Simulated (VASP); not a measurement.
# PbS (Galena) (Fm-3m) in VASP: notebook

Runs on PbS (Galena). Level: PBE. Tasks: single point, relaxation of cell and atoms.

All numbers are computed with VASP 6.6.1; they aren't measurements. Logs are shortened: lines on timing, memory, paths and dates and some standing lists are left out, and cuts for length are marked.

## Step 1: The cell of the first run

The structure is cubic, space group Fm-3m (No. 225). Conventional cell: a = 6.009 Å, b = 6.009 Å, c = 6.009 Å, α = 90.00°, β = 90.00°, γ = 90.00°. Within 4.0 Å of Pb (site symmetry m-3m) lie 6 S at 3.00 Å. S (site symmetry m-3m) has 6 Pb at 3.00 Å within 4.0 Å.

## Step 2: Single point, PBE

INCAR

```
SYSTEM = PbS
PREC = Accurate
ENCUT = 500
EDIFF = 1E-6
ISMEAR = 0
SIGMA = 0.02
LREAL = .FALSE.
LASPH = .TRUE.
NELM = 120
ALGO = Normal
ISIF = 2
LWAVE = .FALSE.
LCHARG = .TRUE.
GGA = PE
LELF = .TRUE.
LVHAR = .TRUE.
NBANDS = 17
GGA_COMPAT = .FALSE.
```

KPOINTS

```
Automatic mesh
0
G
  10 10 10
  0 0 0
```

POSCAR

```
PbS
1.0
    0.0000000000      3.0044186321      3.0044186321
    3.0044186321      0.0000000000      3.0044186321
    3.0044186321      3.0044186321      0.0000000000
Pb S
1 1
Direct
    0.0000000000      0.0000000000      0.0000000000
    0.5000000000      0.5000000000      0.5000000000
```

Potentials or basis: VASP PAW PBE potentials, release 64 (Pb_d, S).

The run is started by

```
> cat potpaw_PBE.64/Pb_d/POTCAR potpaw_PBE.64/S/POTCAR > POTCAR
> mpirun -np 1 vasp_std > vasp.out
```

OUTCAR:

```text
SYSTEM = PbS
   PREC = Accurate
   ENCUT = 500
   EDIFF = 1E-6
   ISMEAR = 0
   LREAL = .FALSE.
   LASPH = .TRUE.
   NELM = 120
   ISIF = 2
   GGA = PE

 ion  position               nearest neighbor table
   1  0.000  0.000  0.000-   2 3.00   2 3.00   2 3.00   2 3.00   2 3.00   2 3.00
   2  0.500  0.500  0.500-   1 3.00   1 3.00   1 3.00   1 3.00   1 3.00   1 3.00

  LATTYP: Found a face centered cubic cell.
 ALAT       =     6.0088372642

  Lattice vectors:

 A1 = (   0.0000000000,   3.0044186321,   3.0044186321)
 A2 = (   3.0044186321,   0.0000000000,   3.0044186321)
 A3 = (   3.0044186321,   3.0044186321,   0.0000000000)

Analysis of symmetry for initial positions (statically):
=====================================================================
 Subroutine PRICEL returns:
 Original cell was already a primitive cell.

 Routine SETGRP: Setting up the symmetry group for a
 face centered cubic supercell.

 Subroutine GETGRP returns: Found 48 space group operations
 (whereof 48 operations were pure point group operations)
 out of a pool of 48 trial point group operations.

The static configuration has the point symmetry O_h .

Analysis of symmetry for dynamics (positions and initial velocities):
=====================================================================
 Subroutine PRICEL returns:
 Original cell was already a primitive cell.

 Routine SETGRP: Setting up the symmetry group for a
 face centered cubic supercell.

 Subroutine GETGRP returns: Found 48 space group operations
 (whereof 48 operations were pure point group operations)
 out of a pool of 48 trial point group operations.

The dynamic configuration has the point symmetry O_h .

 Subroutine INISYM returns: Found 48 space group operations
 (whereof 48 operations are pure point group operations),
 and found     1 'primitive' translations

----------------------------------------------------------------------------------------

                                     Primitive cell

  volume of cell :      54.2390

  direct lattice vectors                    reciprocal lattice vectors
     0.000000000  3.004418632  3.004418632    -0.166421548  0.166421548  0.166421548
     3.004418632  0.000000000  3.004418632     0.166421548 -0.166421548  0.166421548
     3.004418632  3.004418632  0.000000000     0.166421548  0.166421548 -0.166421548

  length of vectors
     4.248889577  4.248889577  4.248889577     0.288250577  0.288250577  0.288250577

  position of ions in fractional coordinates (direct lattice)
     0.000000000  0.000000000  0.000000000
     0.500000000  0.500000000  0.500000000

  ion indices of the primitive-cell ions
   primitive index   ion index
                 1           1
                 2           2

----------------------------------------------------------------------------------------

 KPOINTS: Automatic mesh

Automatic generation of k-mesh.
 Grid dimensions read from file:
 generate k-points for:   10   10   10

 Generating k-lattice:

  Cartesian coordinates                     Fractional coordinates (reciprocal lattice)
    -0.016642155  0.016642155  0.016642155     0.100000000  0.000000000  0.000000000
     0.016642155 -0.016642155  0.016642155     0.000000000  0.100000000  0.000000000
     0.016642155  0.016642155 -0.016642155     0.000000000  0.000000000  0.100000000

  Length of vectors
     0.028825058  0.028825058  0.028825058

  Shift w.r.t. Gamma in fractional coordinates (k-lattice)
     0.000000000  0.000000000  0.000000000

 Subroutine IBZKPT returns following result:
 ===========================================

 Found     47 irreducible k-points:

 Following reciprocal coordinates:
            Coordinates               Weight
  0.000000  0.000000  0.000000      1.000000
  0.100000  0.000000  0.000000      8.000000
  0.200000  0.000000  0.000000      8.000000
  0.300000  0.000000  0.000000      8.000000
  0.400000  0.000000  0.000000      8.000000
  0.500000  0.000000  0.000000      4.000000
[... 16 lines left out ...]
  0.300000  0.300000  0.000000      6.000000
  0.400000  0.300000  0.000000     24.000000
 [... further k-points ...]
   k-points           NKPTS =     47   k-points in BZ     NKDIM =     47   number of bands    NBANDS=     17
   number of dos      NEDOS =    301   number of ions     NIONS =      2
   total plane-waves  NPLWV =  32768
   dimension x,y,z NGX =    32 NGY =   32 NGZ =   32
   dimension x,y,z NGXF=    64 NGYF=   64 NGZF=   64
   ions per type =               1   1
   NGX,Y,Z   is equivalent  to a cutoff of  12.52, 12.52, 12.52 a.u.
   NGXF,Y,Z  is equivalent  to a cutoff of  25.04, 25.04, 25.04 a.u.
 SYSTEM =  PbS
   PREC   = accura    normal or accurate (medium, high low for compatibility)
   ISTART =      0    job   : 0-new  1-cont  2-samecut
   ICHARG =      2    charge: 1-file 2-atom 10-const
   ISPIN  =      1    spin polarized calculation?
   LNONCOLLINEAR =      F non collinear calculations
   LSORBIT =      F    spin-orbit coupling
   LASPH  =      T    aspherical Exc in radial PAW
   ENCUT  =  500.0 eV  36.75 Ry    6.06 a.u.   7.75  7.75  7.75*2*pi/ulx,y,z
   NELM   =    120;   NELMIN=  2; NELMDL= -5     # of ELM steps
   EDIFF  = 0.1E-05   stopping-criterion for ELM
   LREAL  =      F    real-space projection
   EDIFFG = 0.1E-04   stopping-criterion for IOM
   NSW    =      0    number of steps for IOM
   IBRION =     -1    ionic relax: 0-MD 1-quasi-New 2-CG
   NFREE  =      0    steps in history (QN), initial steepest desc. (CG)
   ISIF   =      2    stress and relaxation
   ISYM   =      2    0-nonsym 1-usesym 2-fastsym
   POTIM  = 0.5000    time-step for ionic-motion
   TEBEG  =    0.0;   TEEND  =   0.0 temperature during run
   PSTRESS=    0.0 pullay stress
   NELECT =      20.0000    total number of electrons
   NUPDOWN=      -1.0000    fix difference up-down
   EMIN   =  10.00;   EMAX   =-10.00  energy-range for DOS
   EFERMI =   0.00;   METHOD = LEGACY
   ISMEAR =     0;   SIGMA  =   0.02  broadening in eV -4-tet -1-fermi 0-gaus
   EFERMI_NEDOS =   21; number of points for ismear=-14 and -15
   IALGO  =     38    algorithm
   IMIX   =      4    mixing-type and parameters
     AMIX     =   0.40;   BMIX     =  1.00
     AMIX_MAG =   1.60;   BMIX_MAG =  1.00
  volume/ion in A,a.u.               =      27.12       183.01
  Fermi-wavevector in a.u.,A,eV,Ry     =   1.173945  2.218434 18.750824  1.378147
  Thomas-Fermi vector in A             =   2.310350
   LORBIT       =      0    0 simple, 1 ext, 2 COOP (PROOUT), +10 PAW based schemes
   GGA     = PE    functional components
   LHFCALC =     F    Hartree Fock is set to
   AEXX    =    0.0000 exact exchange contribution
   IVDW    =     0    specifies the selected vdW correction
   LEPSILON=     F    determine dielectric tensor
   LRPA    =     F    only Hartree local field effects (RPA)
 non-spin polarized calculation
 Gauss-broadening in eV      SIGMA  =   0.02
  energy-cutoff  :      500.00
  volume of cell :       54.24
 maximum number of plane-waves:      1411
   NGX = 15   NGY = 15   NGZ = 15

 number of electron      20.0000003 magnetization

 Free energy of the ion-electron system (eV)
  ---------------------------------------------------
  ext. energy  EPLUGINS =         0.00000000
  ---------------------------------------------------
  free energy    TOTEN  =        -8.76945215 eV

  energy without entropy =       -8.76945215  energy(sigma->0) =       -8.76945215

 E-fermi :   5.4309     XC(G=0):  -9.5006

 val. band max:        5.2820045777   @ k =   0.5000   0.0000   0.0000
 cond. band min:       5.7808039463   @ k =   0.5000   0.0000   0.0000
 fundamental gap:      0.4987993686
 Fermi energy:         5.4308767825

 k-point     1 :       0.0000    0.0000    0.0000
  band No.  band energies     occupation
      1     -11.4461      2.00000
      2     -11.4461      2.00000
      3     -11.4461      2.00000
      4     -11.4287      2.00000
      5     -11.4287      2.00000
      6      -7.9334      2.00000
[... 9 lines left out ...]
     16      12.1482      0.00000
     17      14.0879      0.00000

 k-point     2 :       0.1000    0.0000    0.0000
  band No.  band energies     occupation
      1     -11.4456      2.00000
      2     -11.4439      2.00000
      3     -11.4439      2.00000
      4     -11.4295      2.00000
      5     -11.4295      2.00000
      6      -7.8530      2.00000
[... 9 lines left out ...]
     16      12.3868      0.00000
     17      14.8637      0.00000

 k-point     3 :       0.2000    0.0000    0.0000
  band No.  band energies     occupation
      1     -11.4445      2.00000
      2     -11.4438      2.00000
      3     -11.4438      2.00000
      4     -11.4262      2.00000
      5     -11.4262      2.00000
      6      -7.6230      2.00000
[... 9 lines left out ...]
     16      12.9518      0.00000
     17      16.2963      0.00000

 k-point     4 :       0.3000    0.0000    0.0000
  band No.  band energies     occupation
      1     -11.4498      2.00000
      2     -11.4498      2.00000
      3     -11.4434      2.00000
      4     -11.4159      2.00000
      5     -11.4159      2.00000
      6      -7.2858      2.00000
[... 9 lines left out ...]
     16      13.7865      0.00000
     17      17.4689      0.00000
[... 343 lines left out ...]
      1     -11.4547      2.00000
      2     -11.4431      2.00000
      3     -11.4401      2.00000
      4     -11.4268      2.00000
      5     -11.4150      2.00000
      6      -7.1663      2.00000
[... 9 lines left out ...]
     16      15.1483      0.00000
     17      15.5732      0.00000

 k-point    23 :       0.3000    0.3000    0.0000
  band No.  band energies     occupation
      1     -11.4972      2.00000
      2     -11.4601      2.00000
      3     -11.4141      2.00000
      4     -11.4123      2.00000
      5     -11.4123      2.00000
      6      -7.0519      2.00000
[... 9 lines left out ...]
     16      15.7468      0.00000
     17      16.1628      0.00000

 k-point    24 :       0.4000    0.3000    0.0000
  band No.  band energies     occupation
      1     -11.5138      2.00000
      2     -11.4600      2.00000
      3     -11.4171      2.00000
      4     -11.4068      2.00000
      5     -11.4021      2.00000
      6      -6.7890      2.00000
[... 9 lines left out ...]
     16      16.2438      0.00000
     17      16.9130      0.00000

 [... further k-points ...]
[... 5 lines left out ...]
  --------------------------------------------------------------------------------------
  -------------------------------------------------------------------------------------
  Total       -0.0220584     -0.0220584     -0.0220584      0.0000000      0.0000000     -0.0000000
  in kB       -0.6515874     -0.6515874     -0.6515874      0.0000000      0.0000000     -0.0000000
  external PRESSURE =      -0.6515874 kB  Pullay stress =       0.0000000 kB

 VOLUME and BASIS-vectors are now :
 -----------------------------------------------------------------------------
  energy-cutoff  :      500.00
  volume of cell :       54.24
      direct lattice vectors                 reciprocal lattice vectors
     0.000000000  3.004418632  3.004418632    -0.166421548  0.166421548  0.166421548
     3.004418632  0.000000000  3.004418632     0.166421548 -0.166421548  0.166421548
     3.004418632  3.004418632  0.000000000     0.166421548  0.166421548 -0.166421548

 POSITION                                       TOTAL-FORCE (eV/Angst)
 -----------------------------------------------------------------------------------
      0.00000      0.00000      0.00000         0.000000      0.000000      0.000000
      3.00442      3.00442      3.00442         0.000000      0.000000      0.000000
 -----------------------------------------------------------------------------------
    total drift:                                0.000000     -0.000000     -0.000000

  FREE ENERGIE OF THE ION-ELECTRON SYSTEM (eV)
  ---------------------------------------------------
  free  energy   TOTEN  =        -8.7694521485 eV

  energy  without entropy=       -8.7694521485  energy(sigma->0) =       -8.76945215
```

Wall time 37 s (1 thread of Intel Xeon Platinum 8488C (Sapphire Rapids), shared host); peak memory 0.19 GiB.

What came out:

* Free energy: -8.7695 eV
* Pressure: -0.1 GPa
* Band gap on the k mesh: 0.50 eV, direct

Caveat: spin-orbit coupling is left out, which moves the levels of the heavy elements. A k mesh can miss the band edges.

## Step 3: Relaxation of cell and atoms, PBE

This run uses another cell than the first one, of 26.14 Å³/atom, 0.964 times its volume.

INCAR

```
SYSTEM = PbS
ALGO = Normal
EDIFF = 1E-7
EDIFFG = -0.005
ENCUT = 500
GGA = PE
GGA_COMPAT = .FALSE.
IBRION = 2
ISIF = 3
ISMEAR = 0
LASPH = .TRUE.
LCHARG = .FALSE.
LREAL = .FALSE.
LWAVE = .FALSE.
NELM = 120
NELMIN = 4
NSW = 70
PREC = Accurate
SIGMA = 0.02
```

KPOINTS

```
k-points
0
G
  10 10 10
  0 0 0
```

POSCAR

```
PbS
1.0
    0.0000000000      2.9679283498      2.9679283498
    2.9679283498      0.0000000000      2.9679283498
    2.9679283498      2.9679283498      0.0000000000
Pb S
1 1
Direct
    0.0000000000      0.0000000000      0.0000000000
    0.5000000000      0.5000000000      0.5000000000
```

Potentials or basis: VASP PAW PBE potentials, release 64 (Pb_d, S).

The run is started by

```
> cat potpaw_PBE.64/Pb_d/POTCAR potpaw_PBE.64/S/POTCAR > POTCAR
> mpirun -np 1 vasp_std > vasp.out
```

It took 61 s on 1 thread of Intel Xeon Platinum 8488C (Sapphire Rapids), shared host; peak memory 0.2 GiB.

It converged, with:

```yaml
Free_energy: -8.7687 eV
Relaxed_volume: 27.09 Å³/atom
Relaxed_cell: a = 4.247 Å, b = 4.247 Å, c = 4.247 Å, α = 60.00°, β = 60.00°, γ = 60.00°
Space_group_after_relaxing_to_0.05_Å: Fm-3m (No. 225)
Energy_gained_by_relaxing: 5.8 meV/atom
Ionic_steps: 3
Pressure_after_relaxing: 0.0 GPa
Band_gap_on_the_k_mesh: 0.49 eV, direct
```

Step by step:
```tsv
step	energy change (eV)	largest force (eV/Å)	pressure (GPa)	volume (Å³)
1	0.0000	0.0000	2.03	52.29
2	-0.0103	0.0000	-0.62	54.83
3	-0.0116	0.0000	0.01	54.17
```

Final structure:
```yaml
crystal:
  lattice:
    - [0.00000, 3.00323, 3.00323]
    - [3.00323, 0.00000, 3.00323]
    - [3.00323, 3.00323, 0.00000]
  atoms:
    - { symbol: Pb, position: [0.00000, 0.00000, 0.00000] }
    - { symbol: S, position: [0.50000, 0.50000, 0.50000] }
```

Levels at points of the mesh, in eV from the valence-band top:
| k point | band 6 | band 7 | band 8 | band 9 | band 10 | band 11 | band 12 | band 13 | band 14 |
| --- | --- | --- | --- | --- | --- | --- | --- | --- | --- |
| (0.00, 0.00, 0.00) | -13.23 | -6.07 | -1.95 | -1.95 | -1.95 | 5.14 | 5.14 | 5.14 | 6.86 |
| (0.50, 0.00, 0.00) | -12.08 | -8.60 | -1.59 | -1.59 | 0.00 | 0.50 | 2.08 | 2.08 | 8.65 |
| (0.50, 0.50, 0.00) | -11.71 | -7.11 | -4.84 | -3.16 | -3.16 | 4.06 | 5.49 | 5.58 | 5.58 |

Caveat: spin-orbit coupling is left out, which moves the levels of the heavy elements. PBE usually gives volumes a little too large and moduli too small.
